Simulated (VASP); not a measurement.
# BH3 in VASP: single point with PBEsol

Aim: the single point of BH3 with PBEsol.

All numbers are computed with VASP 6.6.1; they aren't measurements. Logs are shortened: lines on timing, memory, paths and dates and some standing lists are left out, and cuts for length are marked.

## (1) The cell of the first run

The cell holds a molecule in a box, 4 atoms: a = 15.000 Å, b = 15.500 Å, c = 16.000 Å, α = 90.00°, β = 90.00°, γ = 90.00°.

## (2) Single point, PBEsol

Contents of INCAR:

```
PREC     = Accurate       # precision mode
ENCUT    = 420            # plane-wave cutoff, eV
EDIFF    = 1E-6           # SCF threshold, eV
ISMEAR   = 0              # smearing method
SIGMA    = 0.005          # smearing width, eV
LREAL    = False          # projectors in reciprocal space
LASPH    = True           # aspherical terms in the spheres
NELM     = 120            # most SCF steps
ALGO     = Normal         # electronic algorithm
ISIF     = 2              # what is computed and relaxed
LWAVE    = False          # write WAVECAR
LCHARG   = True           # write CHGCAR
GGA      = PS             # functional
LELF     = True           # ELF
LVHAR    = True         
ISYM     = 0            
NBANDS   = 11             # bands
GGA_COMPAT= False        
NELMDL   = -8
```

Contents of KPOINTS:

```
Automatic mesh
0
Gamma
  1 1 1
```

Contents of POSCAR:

```
BH3
1.0
   15.0000000000      0.0000000000      0.0000000000
    0.0000000000     15.5000000000      0.0000000000
    0.0000000000      0.0000000000     16.0000000000
B H
1 3
Direct
    0.4999998313      0.4999984931      0.4999984998
    0.5801507150      0.4994748232      0.4985671386
    0.4604327799      0.5674256863      0.5023956584
    0.4594166738      0.4331009974      0.4990387032
```

Potentials or basis: VASP PAW PBE potentials, release 64 (B, H).

Command:

```bash
$ cat potpaw_PBE.64/B/POTCAR potpaw_PBE.64/H/POTCAR > POTCAR
$ mpirun -np 1 vasp_gam > vasp.out
```

OUTCAR:

```text
PREC = Accurate
   ENCUT = 420
   EDIFF = 1E-6
   ISMEAR = 0
   LREAL = False
   LASPH = True
   NELM = 120
   ISIF = 2
   GGA = PS
   ISYM = 0
   NELMDL = -8

 ion  position               nearest neighbor table
   1  0.500  0.500  0.500-   4 1.20   3 1.20   2 1.20
   2  0.580  0.499  0.499-   1 1.20
   3  0.460  0.567  0.502-   1 1.20
   4  0.459  0.433  0.499-   1 1.20

IMPORTANT INFORMATION: All symmetrisations will be switched off!
NOSYMM: (Re-)initialisation of all symmetry stuff for point group C_1.

----------------------------------------------------------------------------------------

                                     Primitive cell

  volume of cell :    3720.0000

  direct lattice vectors                    reciprocal lattice vectors
    15.000000000  0.000000000  0.000000000     0.066666667  0.000000000  0.000000000
     0.000000000 15.500000000  0.000000000     0.000000000  0.064516129  0.000000000
     0.000000000  0.000000000 16.000000000     0.000000000  0.000000000  0.062500000

  length of vectors
    15.000000000 15.500000000 16.000000000     0.066666667  0.064516129  0.062500000

  position of ions in fractional coordinates (direct lattice)
     0.499999831  0.499998493  0.499998500
     0.580150715  0.499474823  0.498567139
     0.460432780  0.567425686  0.502395658
     0.459416674  0.433100997  0.499038703

  ion indices of the primitive-cell ions
   primitive index   ion index
                 1           1
                 2           2
                 3           3
                 4           4

----------------------------------------------------------------------------------------

 KPOINTS: Automatic mesh

Automatic generation of k-mesh.
 Grid dimensions read from file:
 generate k-points for:    1    1    1

 Generating k-lattice:

  Cartesian coordinates                     Fractional coordinates (reciprocal lattice)
     0.066666667  0.000000000  0.000000000     1.000000000  0.000000000  0.000000000
     0.000000000  0.064516129  0.000000000     0.000000000  1.000000000  0.000000000
     0.000000000  0.000000000  0.062500000     0.000000000  0.000000000  1.000000000

  Length of vectors
     0.066666667  0.064516129  0.062500000

  Shift w.r.t. Gamma in fractional coordinates (k-lattice)
     0.000000000  0.000000000  0.000000000

 Subroutine IBZKPT returns following result:
 ===========================================

 Found      1 irreducible k-points:

 Following reciprocal coordinates:
            Coordinates               Weight
  0.000000  0.000000  0.000000      1.000000
   k-points           NKPTS =      1   k-points in BZ     NKDIM =      1   number of bands    NBANDS=     11
   number of dos      NEDOS =    301   number of ions     NIONS =      4
   total plane-waves  NPLWV = ******
   dimension x,y,z NGX =   100 NGY =  108 NGZ =  108
   dimension x,y,z NGXF=   200 NGYF=  216 NGZF=  216
   ions per type =               1   3
   NGX,Y,Z   is equivalent  to a cutoff of  11.08, 11.58, 11.22 a.u.
   NGXF,Y,Z  is equivalent  to a cutoff of  22.17, 23.17, 22.44 a.u.
 SYSTEM =  unknown system
   PREC   = accura    normal or accurate (medium, high low for compatibility)
   ISTART =      0    job   : 0-new  1-cont  2-samecut
   ICHARG =      2    charge: 1-file 2-atom 10-const
   ISPIN  =      1    spin polarized calculation?
   LNONCOLLINEAR =      F non collinear calculations
   LSORBIT =      F    spin-orbit coupling
   LASPH  =      T    aspherical Exc in radial PAW
   ENCUT  =  420.0 eV  30.87 Ry    5.56 a.u.  25.07 25.90 26.74*2*pi/ulx,y,z
   NELM   =    120;   NELMIN=  2; NELMDL= -8     # of ELM steps
   EDIFF  = 0.1E-05   stopping-criterion for ELM
   LREAL  =      F    real-space projection
   EDIFFG = 0.1E-04   stopping-criterion for IOM
   NSW    =      0    number of steps for IOM
   IBRION =     -1    ionic relax: 0-MD 1-quasi-New 2-CG
   NFREE  =      0    steps in history (QN), initial steepest desc. (CG)
   ISIF   =      2    stress and relaxation
   ISYM   =      0    0-nonsym 1-usesym 2-fastsym
   POTIM  = 0.5000    time-step for ionic-motion
   TEBEG  =    0.0;   TEEND  =   0.0 temperature during run
   PSTRESS=    0.0 pullay stress
   NELECT =       6.0000    total number of electrons
   NUPDOWN=      -1.0000    fix difference up-down
   EMIN   =  10.00;   EMAX   =-10.00  energy-range for DOS
   EFERMI =   0.00;   METHOD = LEGACY
   ISMEAR =     0;   SIGMA  =   0.01  broadening in eV -4-tet -1-fermi 0-gaus
   EFERMI_NEDOS =   21; number of points for ismear=-14 and -15
   IALGO  =     38    algorithm
   IMIX   =      4    mixing-type and parameters
     AMIX     =   0.40;   BMIX     =  1.00
     AMIX_MAG =   1.60;   BMIX_MAG =  1.00
  volume/ion in A,a.u.               =     930.00      6275.95
  Fermi-wavevector in a.u.,A,eV,Ry     =   0.191990  0.362808  0.501511  0.036860
  Thomas-Fermi vector in A             =   0.934314
   LORBIT       =      0    0 simple, 1 ext, 2 COOP (PROOUT), +10 PAW based schemes
   GGA     = PS    functional components
   LHFCALC =     F    Hartree Fock is set to
   AEXX    =    0.0000 exact exchange contribution
   IVDW    =     0    specifies the selected vdW correction
   LEPSILON=     F    determine dielectric tensor
   LRPA    =     F    only Hartree local field effects (RPA)
 non-spin polarized calculation
 Gauss-broadening in eV      SIGMA  =   0.01
  energy-cutoff  :      420.00
  volume of cell :     3720.00
 maximum number of plane-waves:     36345
   NGX = 51   NGY = 51   NGZ = 53

 number of electron       5.9999998 magnetization

 Free energy of the ion-electron system (eV)
  ---------------------------------------------------
  ext. energy  EPLUGINS =         0.00000000
  ---------------------------------------------------
  free energy    TOTEN  =       -15.56573079 eV

  energy without entropy =      -15.56573079  energy(sigma->0) =      -15.56573079

 E-fermi :  -8.2601     XC(G=0):  -0.2063

 val. band max:       -8.3246528311   @ k =   0.0000   0.0000   0.0000
 cond. band min:      -3.0711995404   @ k =   0.0000   0.0000   0.0000
 fundamental gap:      5.2534532907
 Fermi energy:        -8.2600638758

 k-point     1 :       0.0000    0.0000    0.0000
  band No.  band energies     occupation
      1     -12.4549      2.00000
      2      -8.3250      2.00000
      3      -8.3247      2.00000
      4      -3.0712      0.00000
      5      -0.1741      0.00000
      6       0.3598      0.00000
      7       0.4820      0.00000
      8       0.5156      0.00000
      9       0.5348      0.00000
     10       0.5822      0.00000
     11       0.6217      0.00000

------------------------ aborting loop because EDIFF is reached ----------------------------------------

  FORCE on cell =-STRESS in cart. coord.  units (eV):
  Direction    XX          YY          ZZ          XY          YZ          ZX
  --------------------------------------------------------------------------------------
  -------------------------------------------------------------------------------------
  Total       -0.0854816     -0.0845994     -0.1367081     -0.0002318      0.0014002     -0.0009752
  in kB       -0.0368163     -0.0364364     -0.0588792     -0.0000998      0.0006031     -0.0004200
  external PRESSURE =      -0.0440440 kB  Pullay stress =       0.0000000 kB

 VOLUME and BASIS-vectors are now :
 -----------------------------------------------------------------------------
  energy-cutoff  :      420.00
  volume of cell :     3720.00
      direct lattice vectors                 reciprocal lattice vectors
    15.000000000  0.000000000  0.000000000     0.066666667  0.000000000  0.000000000
     0.000000000 15.500000000  0.000000000     0.000000000  0.064516129  0.000000000
     0.000000000  0.000000000 16.000000000     0.000000000  0.000000000  0.062500000

 POSITION                                       TOTAL-FORCE (eV/Angst)
 -----------------------------------------------------------------------------------
      7.50000      7.74998      7.99998         0.000240      0.000317      0.000357
      8.70226      7.74186      7.97707         0.029298     -0.000429     -0.000638
      6.90649      8.79510      8.03833        -0.014675      0.025763      0.000788
      6.89125      6.71307      7.98462        -0.014863     -0.025651     -0.000508
 -----------------------------------------------------------------------------------
    total drift:                               -0.000121      0.000147     -0.000090

  FREE ENERGIE OF THE ION-ELECTRON SYSTEM (eV)
  ---------------------------------------------------
  free  energy   TOTEN  =       -15.5657307883 eV

  energy  without entropy=      -15.5657307883  energy(sigma->0) =      -15.56573079
```

It took 6 min on 1 thread of Intel Xeon 8259CL, shared host; peak memory 1.6 GiB.

Results:

- Free energy: -15.5657 eV
- Largest force: 0.030 eV/Å
- Gap between the frontier levels: 5.25 eV

Forces on the atoms (eV/Å):
```
B    0.000  0.000  0.000
H    0.029  0.000 -0.001
H   -0.015  0.026  0.001
H   -0.015 -0.026 -0.001
```

Caveat: the PAW data sets were made with another functional, which shifts forces and pressure a little.
